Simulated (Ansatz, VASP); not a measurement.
## One calculation of KI, two programs

The input INCAR:

```
SYSTEM = KI
PREC = Accurate
ENCUT = 520
EDIFF = 1E-7
ISMEAR = 0
SIGMA = 0.05
LREAL = .False.
LASPH = .True.
NELM = 100
ALGO = Normal
ISIF = 2
LWAVE = .False.
LCHARG = .False.
GGA = PS
NBANDS = 15
```

KPOINTS

```
Automatic mesh
0
Gamma
  6 6 6
  0 0 0
```

Contents of POSCAR:

```
KI
1.0
    0.0000000000      3.6655320000      3.5245500000
    3.6655320000      0.0000000000      3.5245500000
    3.6655320000      3.6655320000      0.0000000000
K I
1 1
Direct
    0.0000000000      0.0000000000      0.0000000000
    0.5000000000      0.5000000000      0.5000000000
```

Input for Ansatz:

```yaml
crystal:
  lattice:
    - [0.0, 3.665532, 3.52455]
    - [3.665532, 0.0, 3.52455]
    - [3.665532, 3.665532, 0.0]
  atoms:
    - { symbol: K, position: [0.0, 0.0, 0.0] }
    - { symbol: I, position: [0.5, 0.5, 0.5] }
basis:
  ecutwfc: 420
kpoints:
  mp_grid: { grid: [6, 6, 6] }
hamiltonian:
  xc: pbesol
scf:
  occupations: { method: gaussian, width: 0.05 }
output:
  forces: true
  stress: true
  eigenvalues: true
```

Change from the starting cell: strain +0.040 along x and y, +0.000 along z, atoms carried along.

Alike in both runs: task single point; functional PBEsol; k mesh 6 × 6 × 6; occupations gaussian, width 0.05 eV; no spin polarisation.

|  | VASP | Ansatz |
| --- | --- | --- |
| version | VASP 6.6.1 | Ansatz 0.2.0 |
| potentials or method | VASP PAW PBE potentials, release 64 (K_sv, I), cutoff 520 eV | scalar-relativistic, plane waves, PAW |
| valence electrons in the cell | 16 | 26 |

```csv
,VASP,Ansatz,Ansatz less VASP
gap on the k mesh at the Fermi level (eV),3.67,3.68,+0.004
least direct gap on the mesh (eV),3.67,3.68,+0.004
pressure (GPa),-0.9,-0.9,-0.02
"traceless stress, the component that is largest in VASP (GPa)",0.43,0.42,-0.008
```

VASP's potentials were made for PBE, not for PBEsol. VASP's potentials hold 16 valence electrons a cell and Ansatz's 26, so a difference there can come from the potentials and not from the codes.

Neither program's run includes spin-orbit coupling.
